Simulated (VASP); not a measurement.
Crystal: SiO2.

```
CELL_PARAMETERS angstrom
4.15086 0.00000 0.00000
0.00000 4.15086 0.00000
0.00000 0.00000 2.64833
ATOMIC_POSITIONS crystal
Si 0.00000 0.00000 0.00000
Si 0.50000 0.50000 0.50000
O 0.30590 0.30590 0.00000
O 0.19410 0.80590 0.50000
O 0.69410 0.69410 0.00000
O 0.80590 0.19410 0.50000
```

```yaml
Program: VASP 6.6.1
Task: relaxation of cell and atoms
Functional: r2SCAN
Potentials_or_basis: VASP PAW PBE potentials, release 64 (Si, O)
Cutoff: 600 eV
k_mesh: 4 × 4 × 7
Occupations: fermi-dirac, width 0.1458 eV
Spin: no spin polarisation
```

At the start: pressure 8.4 GPa; volume 7.60 Å³/atom.

Problem. Where does the relaxation end?

Solution. Over 7 steps the energy falls by 4.8 meV/atom and the volume is 7.79 Å³/atom (+2.4 %); space group P4_2/mnm (No. 136, to 0.1 Å) before and after.

Step by step:
| step | energy change (eV) | largest force (eV/Å) | pressure (GPa) | volume (Å³) |
| --- | --- | --- | --- | --- |
| 1 | 0.0000 | 0.1563 | 8.42 | 45.63 |
| 2 | 0.0381 | 0.4172 | -11.38 | 48.32 |
| 3 | -0.0280 | 0.0902 | 0.07 | 46.67 |
| 4 | -0.0280 | 0.0856 | 0.22 | 46.65 |
| 5 | -0.0284 | 0.0291 | 0.06 | 46.71 |
| 6 | -0.0285 | 0.0009 | 0.10 | 46.70 |
| 7 | -0.0285 | 0.0047 | -0.03 | 46.73 |

Final structure:
```cif
data_structure
_symmetry_space_group_name_H-M 'P 1'
_symmetry_Int_Tables_number 1
_cell_length_a 4.1813
_cell_length_b 4.1813
_cell_length_c 2.6726
_cell_angle_alpha 90.000
_cell_angle_beta 90.000
_cell_angle_gamma 90.000
_cell_volume 46.73
loop_
_atom_site_label
_atom_site_type_symbol
_atom_site_fract_x
_atom_site_fract_y
_atom_site_fract_z
_atom_site_occupancy
Si1 Si 0.00000 0.00000 0.00000 1
Si2 Si 0.50000 0.50000 0.50000 1
O1 O 0.30588 0.30588 0.00000 1
O2 O 0.19412 0.80588 0.50000 1
O3 O 0.69412 0.69412 0.00000 1
O4 O 0.80588 0.19412 0.50000 1
```

Caveat: the PAW data sets were made with another functional, which shifts forces and pressure a little.
